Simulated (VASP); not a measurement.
FePt:

```
Pt Fe
1.0
     2.72350    0.00000    0.00000
     0.00000    2.72350    0.00000
     0.00000    0.00000    3.72000
Pt Fe
1 1
Direct
  0.50000 0.50000 0.50000
  0.00000 0.00000 0.00000
```

| Item | Value |
| --- | --- |
| Program | VASP 6.6.1 |
| Task | relaxation of cell and atoms |
| Functional | BLYP |
| Potentials or basis | VASP PAW PBE potentials, release 64 (Pt, Fe) |
| Cutoff | 600 eV |
| k mesh | 10 × 10 × 7 |
| Occupations | fermi-dirac, width 0.05 eV |
| Spin | collinear spin, ferromagnetic start |
| Starting moments | [0.0, 3.0] μB |

At the start: pressure 14.9 GPa; volume 13.80 Å³/atom.

Problem. How do energy, volume and symmetry change on relaxing?

Solution. Over 4 steps the energy falls by 44.3 meV/atom and the volume is 14.83 Å³/atom (+7.5 %); space group P4/mmm (No. 123, to 0.1 Å) before and after; moment 3.31 μB per cell.

The path:
| step | energy change (eV) | largest force (eV/Å) | pressure (GPa) | volume (Å³) |
| --- | --- | --- | --- | --- |
| 1 | 0.0000 | 0.0000 | 14.91 | 27.59 |
| 2 | 0.0734 | 0.0000 | -13.73 | 33.04 |
| 3 | -0.0885 | 0.0000 | -0.38 | 29.72 |
| 4 | -0.0886 | 0.0000 | -0.06 | 29.66 |

Final structure:
```yaml
crystal:
  lattice:
    - [2.78988, 0.00000, 0.00000]
    - [0.00000, 2.78988, 0.00000]
    - [0.00000, 0.00000, 3.81102]
  atoms:
    - { symbol: Pt, position: [0.50000, 0.50000, 0.50000] }
    - { symbol: Fe, position: [0.00000, 0.00000, 0.00000] }
```

Caveat: the PAW data sets were made with another functional, which shifts forces and pressure a little.
